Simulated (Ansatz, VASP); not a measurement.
**Al3BiO3 in VASP and in Ansatz**

```xyz
7
Lattice="3.7229 2.1490 2.1946 -3.7304 2.1542 2.2022 0.0007 -4.3045 2.1996" Properties=species:S:1:pos:R:3 pbc="T T T"
Al    1.6378   -0.9476    2.0848
Al   -1.6422   -0.9470    2.0920
Al   -0.0027    1.8929    2.0871
Bi   -0.0061   -0.0010    5.7339
O    -0.0017   -1.6272    2.5978
O    -1.4116    0.8136    2.5987
O     1.4063    0.8125    2.5960
```

Change from the starting cell: cell x1, atoms moved at random (sigma 0.1 Å) and cell strained at random (1.5 %), then relaxed without symmetry.

Alike in both runs: functional PBE; k mesh 3 × 3 × 3; occupations gaussian, width 0.1 eV; no spin polarisation.

Ansatz relaxed the structure, and its values are those at the end. VASP's run is a single point on that final structure, the one shown.

|  | VASP | Ansatz |
| --- | --- | --- |
| version | VASP 6.6.1 | Ansatz 0.2.0 |
| potentials or method | VASP PAW PBE potentials, release 64 (Al, Bi_d, O), cutoff 520 eV | scalar-relativistic, plane waves, PAW |
| valence electrons in the cell | 42 | 42 |

Ansatz gave:

* gap on the k mesh at the Fermi level (eV): 0.71
* least direct gap on the mesh (eV): 0.76
* pressure (GPa): 0.0
* rms of the force components (eV/Å): 0.003

Question: Estimate VASP's values.

Answer: gap on the k mesh at the Fermi level (eV): 0.70; least direct gap on the mesh (eV): 0.76; pressure (GPa): -0.1; rms of the force components (eV/Å): 0.004.

The k mesh is coarse, so the values compare programs but aren't converged. Neither program's run includes spin-orbit coupling.
